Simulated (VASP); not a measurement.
# Mo2HS2 in VASP: single point with PBEsol

Aim: the single point of Mo2HS2 with PBEsol.

Program: VASP 6.6.1. These are calculated values, not measurements. Logs are shortened: lines on timing, memory, paths and dates and some standing lists are left out, and cuts for length are marked.

**1. The cell of the first run**

The cell holds a slab with vacuum, 5 atoms: a = 3.142 Å, b = 3.142 Å, c = 36.337 Å, α = 90.00°, β = 90.00°, γ = 120.00°.

**2. Single point, PBEsol, collinear spin**

File INCAR:

```
SYSTEM = Mo2HS2
PREC     = Accurate       ! precision mode
ENCUT    = 520            ! plane-wave cutoff, eV
EDIFF    = 1E-7           ! SCF threshold, eV
ISMEAR   = 0              ! smearing method
SIGMA    = 0.05           ! smearing width, eV
LREAL    = .False.        ! projectors in reciprocal space
LASPH    = .True.         ! aspherical terms in the spheres
NELM     = 150            ! most SCF steps
ALGO     = Fast           ! electronic algorithm
ISIF     = 2              ! what is computed and relaxed
LWAVE    = .False.        ! write WAVECAR
LCHARG   = .True.         ! write CHGCAR
ISPIN    = 2              ! spin polarisation
MAGMOM   = 0 0 0 0 1      ! initial moments
LORBIT   = 11             ! projections on sites
LMAXMIX  = 4              ! l up to which the mixer works
LDIPOL   = .True.       
IDIPOL   = 3            
DIPOL    = 0.5 0.5 0.528
GGA      = PS             ! functional
LVHAR    = .True.       
LVACPOTAV= .True.       
NBANDS   = 32             ! bands
KPAR     = 4
```

File KPOINTS:

```
regular mesh
0
Gamma
  9 9 1
  0 0 0
```

File POSCAR:

```
Mo2HS2
1.0
    3.1415002872      0.0000000000      0.0000000000
   -1.5707501436      2.7206190547      0.0000000000
    0.0000000000      0.0000000000     36.3373047165
Mo S H
2 2 1
Direct
    0.0000000000      0.0000000000      0.2339193858
    0.0000000000      0.0000000000      0.7100325114
    0.3333333333      0.6666666667      0.2767978330
    0.3333333333      0.6666666667      0.6689011397
    0.0000000000      0.3333333333      0.7487845019
```

Potentials or basis: VASP PAW PBE potentials, release 64 (Mo_sv, S, H).

On the command line:

```console
$ cat potpaw_PBE.64/Mo_sv/POTCAR potpaw_PBE.64/S/POTCAR potpaw_PBE.64/H/POTCAR > POTCAR
$ mpirun -np 4 vasp_std > vasp.out
```

OUTCAR:

```text
SYSTEM = Mo2HS2
   PREC = Accurate
   ENCUT = 520
   EDIFF = 1E-7
   ISMEAR = 0
   LREAL = .False.
   LASPH = .True.
   NELM = 150
   ISIF = 2
   ISPIN = 2
   LORBIT = 11
   GGA = PS

 ion  position               nearest neighbor table
   1  0.000  0.000  0.234-   3 2.39   3 2.39   3 2.39
   2  0.000  0.000  0.710-   5 1.75   4 2.35   4 2.35   4 2.35
   3  0.333  0.667  0.277-   1 2.39   1 2.39   1 2.39
   4  0.333  0.667  0.669-   2 2.35   2 2.35   2 2.35
   5  0.000  0.333  0.749-   2 1.75

  LATTYP: Found a hexagonal cell.
 ALAT       =     3.1415002872
 C/A-ratio  =    11.5668634074

  Lattice vectors:

 A1 = (   3.1415002872,   0.0000000000,   0.0000000000)
 A2 = (  -1.5707501436,   2.7206190547,   0.0000000000)
 A3 = (   0.0000000000,   0.0000000000,  36.3373047165)

Analysis of symmetry for initial positions (statically):
=====================================================================
 Subroutine PRICEL returns:
 Original cell was already a primitive cell.

 Routine SETGRP: Setting up the symmetry group for a
 hexagonal supercell.

 Subroutine GETGRP returns: Found  1 space group operations
 (whereof  1 operations were pure point group operations)
 out of a pool of 24 trial point group operations.

The static configuration has the point symmetry C_1 .

Analysis of symmetry for dynamics (positions and initial velocities):
=====================================================================
 Subroutine PRICEL returns:
 Original cell was already a primitive cell.

 Routine SETGRP: Setting up the symmetry group for a
 hexagonal supercell.

 Subroutine GETGRP returns: Found  1 space group operations
 (whereof  1 operations were pure point group operations)
 out of a pool of 24 trial point group operations.

The dynamic configuration has the point symmetry C_1 .

Analysis of structural, dynamic, and magnetic symmetry:
=====================================================================
 Subroutine PRICEL returns:
 Original cell was already a primitive cell.

 Routine SETGRP: Setting up the symmetry group for a
 hexagonal supercell.

 Subroutine GETGRP returns: Found  1 space group operations
 (whereof  1 operations were pure point group operations)
 out of a pool of 24 trial point group operations.

The overall configuration has the point symmetry C_1 .

 Subroutine INISYM returns: Found  1 space group operations
 (whereof  1 operations are pure point group operations),
 and found     1 'primitive' translations

----------------------------------------------------------------------------------------

                                     Primitive cell

  volume of cell :     310.5686

  direct lattice vectors                    reciprocal lattice vectors
     3.141500287  0.000000000  0.000000000     0.318319245  0.183781702  0.000000000
    -1.570750144  2.720619055  0.000000000     0.000000000  0.367563404  0.000000000
     0.000000000  0.000000000 36.337304717     0.000000000  0.000000000  0.027519928

  length of vectors
     3.141500287  3.141500287 36.337304717     0.367563404  0.367563404  0.027519928

  position of ions in fractional coordinates (direct lattice)
     0.000000000  0.000000000  0.233919386
     0.000000000  0.000000000  0.710032511
     0.333333333  0.666666667  0.276797833
     0.333333333  0.666666667  0.668901140
     1.000000000  0.333333333  0.748784502

  ion indices of the primitive-cell ions
   primitive index   ion index
                 1           1
                 2           2
                 3           3
                 4           4
                 5           5

----------------------------------------------------------------------------------------

[... 27 lines left out ...]
  0.111111  0.000000  0.000000      2.000000
  0.000000  0.111111  0.000000      2.000000
 -0.111111  0.111111  0.000000      2.000000
  0.222222  0.000000  0.000000      2.000000
  0.000000  0.222222  0.000000      2.000000
[... 16 lines left out ...]
  0.333333  0.111111  0.000000      2.000000
 -0.111111  0.444444  0.000000      2.000000
 [... further k-points ...]
   k-points           NKPTS =     41   k-points in BZ     NKDIM =     41   number of bands    NBANDS=     32
   number of dos      NEDOS =    301   number of ions     NIONS =      5
   total plane-waves  NPLWV = 155520
   dimension x,y,z NGX =    24 NGY =   24 NGZ =  270
   dimension x,y,z NGXF=    48 NGYF=   48 NGZF=  540
   ions per type =               2   2   1
   NGX,Y,Z   is equivalent  to a cutoff of  12.70, 12.70, 12.35 a.u.
   NGXF,Y,Z  is equivalent  to a cutoff of  25.40, 25.40, 24.71 a.u.
 SYSTEM =  Mo2HS2
   PREC   = accura    normal or accurate (medium, high low for compatibility)
   ISTART =      0    job   : 0-new  1-cont  2-samecut
   ICHARG =      2    charge: 1-file 2-atom 10-const
   ISPIN  =      2    spin polarized calculation?
   LNONCOLLINEAR =      F non collinear calculations
   LSORBIT =      F    spin-orbit coupling
   LASPH  =      T    aspherical Exc in radial PAW
   ENCUT  =  520.0 eV  38.22 Ry    6.18 a.u.   5.84  5.84 67.56*2*pi/ulx,y,z
   NELM   =    150;   NELMIN=  2; NELMDL= -5     # of ELM steps
   EDIFF  = 0.1E-06   stopping-criterion for ELM
   LREAL  =      F    real-space projection
   EDIFFG = 0.1E-05   stopping-criterion for IOM
   NSW    =      0    number of steps for IOM
   IBRION =     -1    ionic relax: 0-MD 1-quasi-New 2-CG
   NFREE  =      0    steps in history (QN), initial steepest desc. (CG)
   ISIF   =      2    stress and relaxation
   ISYM   =      2    0-nonsym 1-usesym 2-fastsym
   POTIM  = 0.5000    time-step for ionic-motion
   TEBEG  =    0.0;   TEEND  =   0.0 temperature during run
   PSTRESS=    0.0 pullay stress
   NELECT =      41.0000    total number of electrons
   NUPDOWN=      -1.0000    fix difference up-down
   EMIN   =  10.00;   EMAX   =-10.00  energy-range for DOS
   EFERMI =   0.00;   METHOD = LEGACY
   ISMEAR =     0;   SIGMA  =   0.05  broadening in eV -4-tet -1-fermi 0-gaus
   EFERMI_NEDOS =   21; number of points for ismear=-14 and -15
   IALGO  =     68    algorithm
   IMIX   =      4    mixing-type and parameters
     AMIX     =   0.40;   BMIX     =  1.00
     AMIX_MAG =   1.60;   BMIX_MAG =  1.00
  volume/ion in A,a.u.               =      62.11       419.16
  Fermi-wavevector in a.u.,A,eV,Ry     =   0.833586  1.575249  9.454214  0.694865
  Thomas-Fermi vector in A             =   1.946834
   LORBIT       =     11    0 simple, 1 ext, 2 COOP (PROOUT), +10 PAW based schemes
   GGA     = PS    functional components
   LHFCALC =     F    Hartree Fock is set to
   AEXX    =    0.0000 exact exchange contribution
   IVDW    =     0    specifies the selected vdW correction
   LEPSILON=     F    determine dielectric tensor
   LRPA    =     F    only Hartree local field effects (RPA)
 spin polarized calculation
 RMM-DIIS sequential band-by-band and
 Gauss-broadening in eV      SIGMA  =   0.05
  energy-cutoff  :      520.00
  volume of cell :      310.57
 maximum number of plane-waves:      8404
   NGX = 11   NGY = 11   NGZ =135

 dipolmoment           0.000000      0.000000     -0.034715 electrons x Angstroem

 number of electron      41.0000002 magnetization       0.0001183

 number of electron      41.0000002 magnetization      -0.0000578

 dipolmoment           0.000000      0.000000      0.065182 electrons x Angstroem

 Free energy of the ion-electron system (eV)
  ---------------------------------------------------
  ext. energy  EPLUGINS =         0.00000000
  ---------------------------------------------------
  free energy    TOTEN  =       -34.74481626 eV

  energy without entropy =      -34.73844726  energy(sigma->0) =      -34.74163176

 E-fermi :  -2.1387     XC(G=0):  -3.5099

 val. band max:       -2.1584356484   @ k =  -0.1111   0.3333   0.0000
 cond. band min:      -2.1268958268   @ k =  -0.3333   0.2222   0.0000
 fundamental gap:      0.0315398215
 Fermi energy:        -2.1387471183

 spin component 1

 k-point     1 :       0.0000    0.0000    0.0000
  band No.  band energies     occupation
      1     -63.1647      1.00000
      2     -63.0873      1.00000
      3     -37.3432      1.00000
      4     -37.1944      1.00000
      5     -37.0736      1.00000
      6     -37.0407      1.00000
[... 829 lines left out ...]
     31       5.2012      0.00000
     32       5.2521      0.00000

 [... further k-points ...]

 spin component 2

 k-point     1 :       0.0000    0.0000    0.0000
  band No.  band energies     occupation
      1     -63.1647      1.00000
      2     -63.0874      1.00000
      3     -37.3432      1.00000
      4     -37.1944      1.00000
      5     -37.0737      1.00000
      6     -37.0407      1.00000
[... 829 lines left out ...]
     31       5.2017      0.00000
     32       5.2523      0.00000

 [... further k-points ...]

------------------------ aborting loop because EDIFF is reached ----------------------------------------

  FORCE on cell =-STRESS in cart. coord.  units (eV):
  Direction    XX          YY          ZZ          XY          YZ          ZX
  --------------------------------------------------------------------------------------
  -------------------------------------------------------------------------------------
  Total       -6.8066424     -8.6828659     -1.0435699      0.4857400      1.5282126     -1.4723423
  in kB      -35.1144578    -44.7936164     -5.3836225      2.5058606      7.8838217     -7.5955956
  external PRESSURE =     -28.4305656 kB  Pullay stress =       0.0000000 kB

 VOLUME and BASIS-vectors are now :
 -----------------------------------------------------------------------------
  energy-cutoff  :      520.00
  volume of cell :      310.57
      direct lattice vectors                 reciprocal lattice vectors
     3.141500287  0.000000000  0.000000000     0.318319245  0.183781702  0.000000000
    -1.570750144  2.720619055  0.000000000     0.000000000  0.367563404  0.000000000
     0.000000000  0.000000000 36.337304717     0.000000000  0.000000000  0.027519928

 POSITION                                       TOTAL-FORCE (eV/Angst)
 -----------------------------------------------------------------------------------
      0.00000      0.00000      8.50000         0.000003     -0.000003      1.060598
      0.00000      0.00000     25.80067        -0.128075     -0.614804      0.423302
     -0.00000      1.81375     10.05809        -0.000001     -0.000009     -1.060622
     -0.00000      1.81375     24.30606         0.569213     -0.227987     -0.428274
     -0.52358      0.90687     27.20881        -0.441140      0.842803      0.004996
 -----------------------------------------------------------------------------------
    total drift:                               -0.000011      0.000017      0.000684

  FREE ENERGIE OF THE ION-ELECTRON SYSTEM (eV)
  ---------------------------------------------------
  free  energy   TOTEN  =       -34.7448162594 eV

  energy  without entropy=      -34.7384472647  energy(sigma->0) =      -34.74163176

 vacuum level on the upper side and lower side of the slab         3.567         2.187

 total charge

# of ion       s       p       d       tot
------------------------------------------
    1        2.276   6.137   3.840  12.253
    2        2.294   6.184   3.899  12.376
    3        1.362   2.277   0.000   3.638
    4        1.358   2.324   0.000   3.681
    5        0.499   0.012   0.000   0.511
--------------------------------------------------
tot          7.788  16.932   7.739  32.459

 magnetization (x)

# of ion       s       p       d       tot
------------------------------------------
    1       -0.000  -0.000  -0.000  -0.000
    2       -0.000  -0.000  -0.000  -0.000
    3        0.000  -0.000   0.000  -0.000
    4        0.000   0.000   0.000   0.000
    5       -0.000  -0.000   0.000  -0.000
--------------------------------------------------
tot         -0.000  -0.000  -0.000  -0.000
```

Run time: 35 min. Hardware: 4 MPI ranks of Oxide Virtual Turin-like, shared host; peak memory 0.94 GiB.

Results:

- Free energy: -34.7448 eV
- Largest force: 1.061 eV/Å
- Net moment: 0.00 μB per cell
- Valence electrons inside the program's atomic spheres: Mo 12.25, 12.38; S 3.64, 3.68; H 0.51

Forces on the atoms (eV/Å):
```
Mo   0.000  0.000  1.061
Mo  -0.128 -0.615  0.423
S    0.000  0.000 -1.061
S    0.569 -0.228 -0.428
H   -0.441  0.843  0.005
```

Caveat: the PAW data sets were made with another functional, which shifts forces and pressure a little.
